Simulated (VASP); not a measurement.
# As (Pm-3m) in VASP: a series of runs

As is run at these levels: HSE06, PBEsol-based screened hybrid with 25 % exact exchange, HF; tasks: single point.

All numbers are computed with VASP 6.6.1; they aren't measurements. Logs are shortened: lines on timing, memory, paths and dates and some standing lists are left out, and cuts for length are marked.

### 1 The cell of the first run

It takes space group Pm-3m (No. 221, cubic). Conventional cell: a = 2.722 Å, b = 2.722 Å, c = 2.722 Å, α = 90.00°, β = 90.00°, γ = 90.00°. Within 3.6 Å of As (site symmetry m-3m) lie 6 As at 2.72 Å.

This isn't the form of As at room conditions, which is rhombohedral.

### 2 Single point, HSE06

Input file POSCAR:

```
As
1.0
    2.7215874433      0.0000000000      0.0000000000
    0.0000000000      2.7215874433      0.0000000000
    0.0000000000      0.0000000000      2.7215874433
As
1
Direct
    0.5000000000      0.5000000000      0.5000000000
```

Input file INCAR.step1:

```
SYSTEM = As
PREC     = Accurate       ! precision mode
ENCUT    = 520            ! plane-wave cutoff, eV
EDIFF    = 1E-5           ! SCF threshold, eV
ISMEAR   = -1             ! smearing method
SIGMA    = 0.05           ! smearing width, eV
LREAL    = .FALSE.        ! projectors in reciprocal space
LASPH    = .TRUE.         ! aspherical terms in the spheres
NELM     = 80             ! most SCF steps
ALGO     = Normal         ! electronic algorithm
ISIF     = 2              ! what is computed and relaxed
LWAVE    = .TRUE.         ! write WAVECAR
GGA      = PE             ! functional
NBANDS   = 8              ! bands
```

Input file INCAR.step2:

```
SYSTEM = As
PREC     = Accurate       ! precision mode
ENCUT    = 520            ! plane-wave cutoff, eV
EDIFF    = 1E-7           ! SCF threshold, eV
ISMEAR   = -1             ! smearing method
SIGMA    = 0.05           ! smearing width, eV
LREAL    = .FALSE.        ! projectors in reciprocal space
LASPH    = .TRUE.         ! aspherical terms in the spheres
NELM     = 80             ! most SCF steps
ALGO     = Normal         ! electronic algorithm
ISIF     = 2              ! what is computed and relaxed
LWAVE    = .FALSE.        ! write WAVECAR
LCHARG   = .TRUE.         ! write CHGCAR
GGA      = PE             ! functional
LHFCALC  = .TRUE.         ! exact exchange
HFSCREEN = 0.2079         ! screening, 1/A
PRECFOCK = Normal       
LELF     = .TRUE.         ! ELF
LVHAR    = .TRUE.       
ISTART   = 1            
NBANDS   = 8              ! bands
```

Input file KPOINTS:

```
Automatic mesh
0
G
  6 6 6
  0 0 0
```

Potentials or basis: VASP PAW PBE potentials, release 64 (As).

Started as:

```console
> cat potpaw_PBE.64/As/POTCAR > POTCAR
> cp INCAR.step1 INCAR
> mpirun -np 1 vasp_std > vasp.out
> cp INCAR.step2 INCAR
> mpirun -np 1 vasp_std > vasp.out
```

OUTCAR:

```text
SYSTEM = As
   PREC = Accurate
   ENCUT = 520
   EDIFF = 1E-7
   ISMEAR = -1
   LREAL = .FALSE.
   LASPH = .TRUE.
   NELM = 80
   ISIF = 2
   GGA = PE
   LHFCALC = .TRUE.
   HFSCREEN = 0.2079
   PRECFOCK = Normal
   ISTART = 1

 ion  position               nearest neighbor table
   1  0.500  0.500  0.500-

  LATTYP: Found a simple cubic cell.
 ALAT       =     2.7215874433

  Lattice vectors:

 A1 = (   2.7215874433,   0.0000000000,   0.0000000000)
 A2 = (   0.0000000000,   2.7215874433,   0.0000000000)
 A3 = (   0.0000000000,   0.0000000000,   2.7215874433)

Analysis of symmetry for initial positions (statically):
=====================================================================
 Subroutine PRICEL returns:
 Original cell was already a primitive cell.

 Routine SETGRP: Setting up the symmetry group for a
 simple cubic supercell.

 Subroutine GETGRP returns: Found 48 space group operations
 (whereof 48 operations were pure point group operations)
 out of a pool of 48 trial point group operations.

The static configuration has the point symmetry O_h .

Analysis of symmetry for dynamics (positions and initial velocities):
=====================================================================
 Subroutine PRICEL returns:
 Original cell was already a primitive cell.

 Routine SETGRP: Setting up the symmetry group for a
 simple cubic supercell.

 Subroutine GETGRP returns: Found 48 space group operations
 (whereof 48 operations were pure point group operations)
 out of a pool of 48 trial point group operations.

The dynamic configuration has the point symmetry O_h .

 Subroutine INISYM returns: Found 48 space group operations
 (whereof 48 operations are pure point group operations),
 and found     1 'primitive' translations

----------------------------------------------------------------------------------------

                                     Primitive cell

  volume of cell :      20.1589

  direct lattice vectors                    reciprocal lattice vectors
     2.721587443  0.000000000  0.000000000     0.367432618  0.000000000  0.000000000
     0.000000000  2.721587443  0.000000000     0.000000000  0.367432618  0.000000000
     0.000000000  0.000000000  2.721587443     0.000000000  0.000000000  0.367432618

  length of vectors
     2.721587443  2.721587443  2.721587443     0.367432618  0.367432618  0.367432618

  position of ions in fractional coordinates (direct lattice)
     0.500000000  0.500000000  0.500000000
[... 80 lines left out ...]
   TEBEG  =    0.0;   TEEND  =   0.0 temperature during run
   PSTRESS=    0.0 pullay stress
   NELECT =       5.0000    total number of electrons
   NUPDOWN=      -1.0000    fix difference up-down
   EMIN   =  10.00;   EMAX   =-10.00  energy-range for DOS
   EFERMI =   0.00;   METHOD = LEGACY
   ISMEAR =    -1;   SIGMA  =   0.05  broadening in eV -4-tet -1-fermi 0-gaus
   EFERMI_NEDOS =   21; number of points for ismear=-14 and -15
   IALGO  =     38    algorithm
   IMIX   =      1    mixing-type and parameters
     AMIX     =   0.40;   BMIX     =  1.00
     AMIX_MAG =   1.60;   BMIX_MAG =  1.00
  volume/ion in A,a.u.               =      20.16       136.04
  Fermi-wavevector in a.u.,A,eV,Ry     =   1.028591  1.943754 14.394944  1.057999
  Thomas-Fermi vector in A             =   2.162595
   LORBIT       =      0    0 simple, 1 ext, 2 COOP (PROOUT), +10 PAW based schemes
   GGA     = PE    functional components
   LHFCALC =     T    Hartree Fock is set to
   PRECFOCK=normal    Normal, Fast or Accurate (Low or Medium for compatibility)
   ENCUT4O =  -1.0   cutoff for four orbital integrals eV
   NKREDX  =     1    reduce k-point grid by
   NKREDY  =     1    reduce k-point grid by
   NKREDZ  =     1    reduce k-point grid by
   AEXX    =    0.2500 exact exchange contribution
   HFSCREEN=    0.2079 screening length (either q_TF or 0.3 A-1)
   HFSCREENC=   0.2079 screening length for correlation (either q_TF or 0.3 A-1)
   ENCUTFOCK=  -1.0 apply spherical cutoff to Coloumb kernel
   IVDW    =     0    specifies the selected vdW correction
   LEPSILON=     F    determine dielectric tensor
   LRPA    =     F    only Hartree local field effects (RPA)
 non-spin polarized calculation
  energy-cutoff  :      520.00
  volume of cell :       20.16
 maximum number of plane-waves:       554
  NGX = 16; NGY = 16; NGZ = 16

 number of electron       5.0000001 magnetization

 Free energy of the ion-electron system (eV)
  ---------------------------------------------------
  ext. energy  EPLUGINS =         0.00000000
  ---------------------------------------------------
  free energy    TOTEN  =        -5.45606267 eV

  energy without entropy =       -5.45072649  energy(sigma->0) =       -5.45339458

 E-fermi :   5.9968     XC(G=0):  -8.5934

 val. band max:        5.9216242947   @ k =   0.1667   0.1667   0.0000
 cond. band min:       6.0717878192   @ k =   0.5000   0.3333   0.3333
 fundamental gap:      0.1501635245
 Fermi energy:         5.9968448823

 k-point     1 :       0.0000    0.0000    0.0000
  band No.  band energies     occupation
      1     -10.9799      2.00000
      2      10.2453      0.00000
      3      10.2453      0.00000
      4      10.2453      0.00000
      5      14.6078      0.00000
      6      14.6078      0.00000
      7      16.7396      0.00000
      8      31.4008      0.00000
[... 199 lines left out ...]
 k-point    20 :       0.5000    0.5000    0.5000
  band No.  band energies     occupation
      1       0.1411      2.00000
      2       3.4254      2.00000
      3       3.4254      2.00000
      4       3.4254      2.00000
      5      12.0384      0.00000
      6      12.0384      0.00000
      7      12.0384      0.00000
      8      15.7773      0.00000

------------------------ aborting loop because EDIFF is reached ----------------------------------------

  FORCE on cell =-STRESS in cart. coord.  units (eV):
  Direction    XX          YY          ZZ          XY          YZ          ZX
  --------------------------------------------------------------------------------------
  -------------------------------------------------------------------------------------
  Total       -0.3561793     -0.3561793     -0.3561793     -0.0000000      0.0000000     -0.0000000
  in kB      -28.3082121    -28.3082121    -28.3082121     -0.0000000      0.0000000     -0.0000000
  external PRESSURE =     -28.3082121 kB  Pullay stress =       0.0000000 kB

 VOLUME and BASIS-vectors are now :
 -----------------------------------------------------------------------------
  energy-cutoff  :      520.00
  volume of cell :       20.16
      direct lattice vectors                 reciprocal lattice vectors
     2.721587443  0.000000000  0.000000000     0.367432618  0.000000000  0.000000000
     0.000000000  2.721587443  0.000000000     0.000000000  0.367432618  0.000000000
     0.000000000  0.000000000  2.721587443     0.000000000  0.000000000  0.367432618

 POSITION                                       TOTAL-FORCE (eV/Angst)
 -----------------------------------------------------------------------------------
      1.36079      1.36079      1.36079         0.000000      0.000000      0.000000
 -----------------------------------------------------------------------------------
    total drift:                               -0.000000     -0.000000     -0.000000

  FREE ENERGIE OF THE ION-ELECTRON SYSTEM (eV)
  ---------------------------------------------------
  free  energy   TOTEN  =        -5.4560626668 eV

  energy  without entropy=       -5.4507264892  energy(sigma->0) =       -5.45339458
```

OUTCAR.step1:

```text
SYSTEM = As
   PREC = Accurate
   ENCUT = 520
   EDIFF = 1E-5
   ISMEAR = -1
   LREAL = .FALSE.
[... 430 lines left out ...]
 -----------------------------------------------------------------------------------
      1.36079      1.36079      1.36079         0.000000      0.000000      0.000000
 -----------------------------------------------------------------------------------
    total drift:                                0.000000      0.000000      0.000000

  FREE ENERGIE OF THE ION-ELECTRON SYSTEM (eV)
  ---------------------------------------------------
  free  energy   TOTEN  =        -4.5854693324 eV

  energy  without entropy=       -4.5784350440  energy(sigma->0) =       -4.58195219
```

OSZICAR.step1:

```text
N       E                     dE             d eps       ncg     rms          rms(c)
DAV:   1     0.726564325187E+01    0.72656E+01   -0.20930E+03   344   0.466E+02
DAV:   2    -0.442428803972E+01   -0.11690E+02   -0.11216E+02   416   0.557E+01
DAV:   3    -0.458035577780E+01   -0.15607E+00   -0.15397E+00   344   0.824E+00
DAV:   4    -0.458054555976E+01   -0.18978E-03   -0.18978E-03   488   0.333E-01
DAV:   5    -0.458054573288E+01   -0.17311E-06   -0.17302E-06   376   0.604E-03    0.207E+00
DAV:   6    -0.458326639152E+01   -0.27207E-02   -0.59766E-04   376   0.196E-01    0.123E+00
DAV:   7    -0.458540612869E+01   -0.21397E-02   -0.17349E-03   328   0.319E-01    0.807E-02
DAV:   8    -0.458546710719E+01   -0.60978E-04   -0.65323E-05   424   0.592E-02    0.462E-03
DAV:   9    -0.458546933242E+01   -0.22252E-05   -0.18391E-06   280   0.940E-03
   1 F= -.45854693E+01 E0= -.45819522E+01  d E =-.703429E-02
```

Run time: 1.8 min. Hardware: 1 thread of Intel Xeon 6975P-C (Granite Rapids), shared host; peak memory 0.22 GiB.

What came out:

- Free energy: -5.4561 eV
- Pressure: -2.8 GPa
- Band gap on the k mesh: zero (an odd number of electrons rules out a gap without spin polarisation)

Caveat: the k points lie up to 0.38 Å⁻¹ apart, too coarse for converged energies and pressures of a metal; the PAW data sets were made with another functional, which shifts forces and pressure a little.

### 3 Single point, HSE06

This run uses another cell than the first one, of 20.55 Å³/atom.

Input file POSCAR:

```
As
1.0
    2.7392605843      0.0000000000      0.0000000000
    0.0000000000      2.7392605843      0.0000000000
    0.0000000000      0.0000000000      2.7392605843
As
1
Direct
    0.5000000000      0.5000000000      0.5000000000
```

Input file INCAR.step1:

```
ALGO = Normal
EDIFF = 1E-5
ENCUT = 520
GGA = PE
ISIF = 2
ISMEAR = -1
LASPH = T
LCHARG = F
LREAL = F
LWAVE = T
NBANDS = 8
NELM = 60
PREC = Accurate
SIGMA = 0.05
```

Input file INCAR.step2:

```
ALGO = Normal
EDIFF = 1E-6
ENCUT = 520
GGA = PE
HFSCREEN = 0.2079
ISIF = 2
ISMEAR = -1
ISTART = 1
LASPH = T
LCHARG = F
LHFCALC = T
LREAL = F
LWAVE = F
NBANDS = 8
NELM = 60
PREC = Accurate
PRECFOCK = Normal
SIGMA = 0.05
```

Input file KPOINTS:

```
k-points
0
Gamma
  6 6 6
```

Potentials or basis: VASP PAW PBE potentials, release 64 (As).

Started as:

```console
> cat potpaw_PBE.64/As/POTCAR > POTCAR
> cp INCAR.step1 INCAR
> mpirun -np 1 vasp_std > vasp.out
> cp INCAR.step2 INCAR
> mpirun -np 1 vasp_std > vasp.out
```

It took 78 s on 1 thread of Intel Xeon 6975P-C (Granite Rapids), shared host; peak memory 0.22 GiB.

Results (log left out):

| Item | Value |
| --- | --- |
| Free energy | -5.4484 eV |
| Pressure | -3.3 GPa |
| Band gap on the k mesh | zero (an odd number of electrons rules out a gap without spin polarisation) |

Levels at points of the mesh, in eV from the Fermi level:
```tsv
k point	band 1	band 2	band 3	band 4	band 5
(0.00, 0.00, 0.00)	-16.77	4.21	4.21	4.21	8.63
(0.50, 0.00, 0.00)	-13.43	-7.92	6.58	6.58	11.37
(0.50, 0.50, 0.00)	-9.94	-5.10	-5.10	2.59	8.78
(0.50, 0.50, 0.50)	-6.02	-2.51	-2.51	-2.51	6.09
```

Caveat: the k points lie up to 0.38 Å⁻¹ apart, too coarse for converged energies and pressures of a metal; the PAW data sets were made with another functional, which shifts forces and pressure a little.

### 4 Single point, HSE06

This run uses another cell than the first one, of 20.95 Å³/atom.

Input file POSCAR:

```
As
1.0
    2.7567085743      0.0000000000      0.0000000000
    0.0000000000      2.7567085743      0.0000000000
    0.0000000000      0.0000000000      2.7567085743
As
1
Direct
    0.5000000000      0.5000000000      0.5000000000
```

Input file INCAR.step1:

```
SYSTEM = As
PREC     = Accurate       ! precision mode
ENCUT    = 520            ! plane-wave cutoff, eV
EDIFF    = 1E-5           ! SCF threshold, eV
ISMEAR   = -1             ! smearing method
SIGMA    = 0.05           ! smearing width, eV
LREAL    = .FALSE.        ! projectors in reciprocal space
LASPH    = .TRUE.         ! aspherical terms in the spheres
NELM     = 80             ! most SCF steps
ALGO     = Normal         ! electronic algorithm
ISIF     = 2              ! what is computed and relaxed
LWAVE    = .TRUE.         ! write WAVECAR
LCHARG   = .FALSE.        ! write CHGCAR
GGA      = PE             ! functional
NBANDS   = 8              ! bands
```

Input file INCAR.step2:

```
SYSTEM = As
PREC     = Accurate       ! precision mode
ENCUT    = 520            ! plane-wave cutoff, eV
EDIFF    = 1E-6           ! SCF threshold, eV
ISMEAR   = -1             ! smearing method
SIGMA    = 0.05           ! smearing width, eV
LREAL    = .FALSE.        ! projectors in reciprocal space
LASPH    = .TRUE.         ! aspherical terms in the spheres
NELM     = 80             ! most SCF steps
ALGO     = Normal         ! electronic algorithm
ISIF     = 2              ! what is computed and relaxed
LWAVE    = .FALSE.        ! write WAVECAR
LCHARG   = .FALSE.        ! write CHGCAR
GGA      = PE             ! functional
LHFCALC  = .TRUE.         ! exact exchange
HFSCREEN = 0.2079         ! screening, 1/A
PRECFOCK = Normal       
ISTART   = 1            
NBANDS   = 8              ! bands
```

Input file KPOINTS:

```
Automatic mesh
0
G
  6 6 6
  0 0 0
```

Started as:

```console
> cat potpaw_PBE.64/As/POTCAR > POTCAR
> cp INCAR.step1 INCAR
> mpirun -np 1 vasp_std > vasp.out
> cp INCAR.step2 INCAR
> mpirun -np 1 vasp_std > vasp.out
```

It took 67 s on 1 thread of Intel Xeon 6975P-C (Granite Rapids), shared host; peak memory 0.24 GiB.

Results (log left out):

| Item | Value |
| --- | --- |
| Free energy | -5.4400 eV |
| Pressure | -3.7 GPa |
| Band gap on the k mesh | zero (an odd number of electrons rules out a gap without spin polarisation) |

Levels at points of the mesh, in eV from the Fermi level:
```
           k point  band 1  band 2  band 3  band 4  band 5
(0.00, 0.00, 0.00)  -16.57    4.17    4.17    4.17    8.65
(0.50, 0.00, 0.00)  -13.32   -7.74    6.46    6.46   11.33
(0.50, 0.50, 0.00)   -9.93   -4.98   -4.98    2.69    8.58
(0.50, 0.50, 0.50)   -6.18   -2.46   -2.46   -2.46    6.13
```

Caveat: the k points lie up to 0.38 Å⁻¹ apart, too coarse for converged energies and pressures of a metal; the PAW data sets were made with another functional, which shifts forces and pressure a little.

### 5 Single point, PBEsol-based screened hybrid with 25 % exact exchange

This run uses another cell than the first one, of 19.15 Å³/atom.

Input file POSCAR:

```
As
1.0
    2.6754544251      0.0000000000      0.0000000000
    0.0000000000      2.6754544251      0.0000000000
    0.0000000000      0.0000000000      2.6754544251
As
1
Direct
    0.5000000000      0.5000000000      0.5000000000
```

Input file INCAR.step1:

```
ALGO = Normal
EDIFF = 1E-5
ENCUT = 520
GGA = PE
ISIF = 2
ISMEAR = -1
LASPH = T
LCHARG = F
LREAL = F
LWAVE = T
NBANDS = 8
NELM = 80
PREC = Accurate
SIGMA = 0.05
```

Input file INCAR.step2:

```
AEXX = 0.25
ALGO = Normal
EDIFF = 1E-6
ENCUT = 520
GGA = PS
HFSCREEN = 0.207
ISIF = 2
ISMEAR = -1
ISTART = 1
LASPH = T
LCHARG = F
LHFCALC = T
LREAL = F
LWAVE = F
NBANDS = 8
NELM = 80
PREC = Accurate
PRECFOCK = Normal
SIGMA = 0.05
```

Input file KPOINTS:

```
k-points
0
Gamma
  5 5 5
```

Started as:

```console
> cat potpaw_PBE.64/As/POTCAR > POTCAR
> cp INCAR.step1 INCAR
> mpirun -np 1 vasp_std > vasp.out
> cp INCAR.step2 INCAR
> mpirun -np 1 vasp_std > vasp.out
```

Run time: 51 s. Hardware: 1 thread of Intel Xeon 8259CL, shared host; peak memory 0.22 GiB.

It converged, with:

- Free energy: -5.6196 eV
- Pressure: -0.4 GPa
- Band gap on the k mesh: zero (an odd number of electrons rules out a gap without spin polarisation)

Levels at points of the mesh, in eV from the Fermi level:
| k point | band 1 | band 2 | band 3 | band 4 | band 5 | band 6 | band 7 |
| --- | --- | --- | --- | --- | --- | --- | --- |
| (0.00, 0.00, 0.00) | -17.15 | 4.73 | 4.73 | 4.73 | 8.98 | 8.98 | 11.47 |

Caveat: the k points lie up to 0.47 Å⁻¹ apart, too coarse for converged energies and pressures of a metal; the PAW data sets were made with another functional, which shifts forces and pressure a little.

### 6 Single point, HF

This run uses another cell than the first one, of 20.72 Å³/atom.

Input file POSCAR:

```
As
1.0
    2.7465363140      0.0000000000      0.0000000000
    0.0000000000      2.7465363140      0.0000000000
    0.0000000000      0.0000000000      2.7465363140
As
1
Direct
    0.5000000000      0.5000000000      0.5000000000
```

Input file INCAR.step1:

```
SYSTEM = As
PREC = Accurate
ENCUT = 520
EDIFF = 1E-5
ISMEAR = -1
SIGMA = 0.05
LREAL = .FALSE.
LASPH = .TRUE.
NELM = 100
ALGO = Normal
ISIF = 2
LWAVE = .TRUE.
LCHARG = .FALSE.
NBANDS = 8
GGA = PE
```

Input file INCAR.step2:

```
SYSTEM = As
PREC = Accurate
ENCUT = 520
EDIFF = 1E-6
ISMEAR = -1
SIGMA = 0.05
LREAL = .FALSE.
LASPH = .TRUE.
NELM = 100
ALGO = Normal
ISIF = 2
LWAVE = .FALSE.
LCHARG = .FALSE.
GGA = PE
LHFCALC = .TRUE.
AEXX = 1.0
ALDAC = 0.0
AGGAC = 0.0
PRECFOCK = Normal
NBANDS = 8
ISTART = 1
```

Input file KPOINTS:

```
Automatic mesh
0
G
  5 5 5
  0 0 0
```

Potentials or basis: VASP PAW PBE potentials, release 64 (As).

Started as:

```console
> cat potpaw_PBE.64/As/POTCAR > POTCAR
> cp INCAR.step1 INCAR
> mpirun -np 1 vasp_std > vasp.out
> cp INCAR.step2 INCAR
> mpirun -np 1 vasp_std > vasp.out
```

Run time: 2.3 min. Hardware: 1 thread of Intel Xeon 8259CL, shared host; peak memory 0.13 GiB.

It converged, with:

| Item | Value |
| --- | --- |
| Free energy | -8.7434 eV |
| Pressure | -2.9 GPa |
| Band gap on the k mesh | zero (an odd number of electrons rules out a gap without spin polarisation) |

Levels at points of the mesh, in eV from the Fermi level:
| k point | band 1 | band 2 | band 3 | band 4 | band 5 |
| --- | --- | --- | --- | --- | --- |
| (0.00, 0.00, 0.00) | -22.44 | 8.11 | 8.24 | 8.40 | 12.77 |

Caveat: the k points lie up to 0.46 Å⁻¹ apart, too coarse for converged energies and pressures of a metal; the PAW data sets were made with another functional, which shifts forces and pressure a little.

### 7 Summary

```csv
level,cell,k mesh,share of exact exchange,screening parameter,gap on the mesh (eV),pressure (GPa)
HSE06,"a = 2.722 Å, 1 atom",6 × 6 × 6,0.25,0.2079 1/Å,none,-2.8
HSE06,"a = 2.739 Å, 1 atom",6 × 6 × 6,0.25,0.2079 1/Å,none,-3.3
HSE06,"a = 2.757 Å, 1 atom",6 × 6 × 6,0.25,0.2079 1/Å,none,-3.7
PBEsol-based screened hybrid with 25 % exact exchange,"a = 2.675 Å, 1 atom",5 × 5 × 5,0.25,0.207 1/Å,none,-0.4
HF,"a = 2.747 Å, 1 atom",5 × 5 × 5,1,-,none,-2.9
```

Alike in all rows: task single point; potentials or basis VASP PAW PBE potentials, release 64 (As); no spin polarisation; cutoff (eV) 520; smearing fermi-dirac 0.05 eV.

Caveats: all runs use coarse meshes; the PAW data sets were made with another functional, which shifts forces and pressure a little.

Absolute energies hang on the potentials; compare differences alone.
